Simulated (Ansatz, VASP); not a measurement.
In2Au: VASP beside Ansatz

File INCAR:

```
ALGO = Normal
EDIFF = 1E-8
ENCUT = 520
GGA = CA
ISIF = 2
ISMEAR = -1
LASPH = True
LCHARG = False
LEFG = True
LREAL = False
LWAVE = False
NBANDS = 26
NELM = 100
PREC = Accurate
SIGMA = 0.05
```

The input KPOINTS:

```
k-points
0
Gamma
  10 10 10
```

POSCAR

```
In2Au
1.0
    0.0000000000      3.2070621815      3.2070621815
    3.2070621815      0.0000000000      3.2070621815
    3.2070621815      3.2070621815      0.0000000000
In Au
2 1
Direct
    0.2500000000      0.2500000000      0.2500000000
    0.7500000000      0.7500000000      0.7500000000
    0.0000000000      0.0000000000      0.0000000000
```

Input for Ansatz:

```yaml
crystal:
  lattice:
    - [0.0, 3.2070621815, 3.2070621815]
    - [3.2070621815, 0.0, 3.2070621815]
    - [3.2070621815, 3.2070621815, 0.0]
  atoms:
    - { symbol: In, position: [0.25, 0.25, 0.25] }
    - { symbol: In, position: [0.75, 0.75, 0.75] }
    - { symbol: Au, position: [0.0, 0.0, 0.0] }
kpoints:
  mp_grid: { grid: [10, 10, 10] }
scf:
  occupations: { method: fermi_dirac, width: 0.05 }
hamiltonian:
  xc: lda
  pseudopotentials: { kind: paw }
output:
  forces: true
  stress: true
  eigenvalues: true
  efg: { contact_densities: true }
```

Change from the starting cell: volume scaled by 0.96, PAW files.

Alike in both runs: task electric field gradients; functional LDA; k mesh 10 × 10 × 10; occupations fermi-dirac, width 0.05 eV; no spin polarisation.

```csv
,VASP,Ansatz
version,VASP 6.6.1,Ansatz 0.2.0
potentials or method,"VASP PAW LDA potentials, release 64 (In_d, Au)","PAW with Ansatz's default frozen-core files, scalar-relativistic"
plane-wave cutoff (eV),520,420
valence electrons in the cell,37,45
```

Ansatz gave:

- pressure (GPa): 1.9

Problem. What did VASP give for the same quantities?

Solution. Pressure (GPa): 2.0.

LDA's correlation is that of Perdew and Zunger in VASP and of Perdew and Wang (1992) in Ansatz. VASP's potentials hold 37 valence electrons a cell and Ansatz's 45, so a difference there can come from the potentials and not from the codes.

Neither program's run includes spin-orbit coupling.
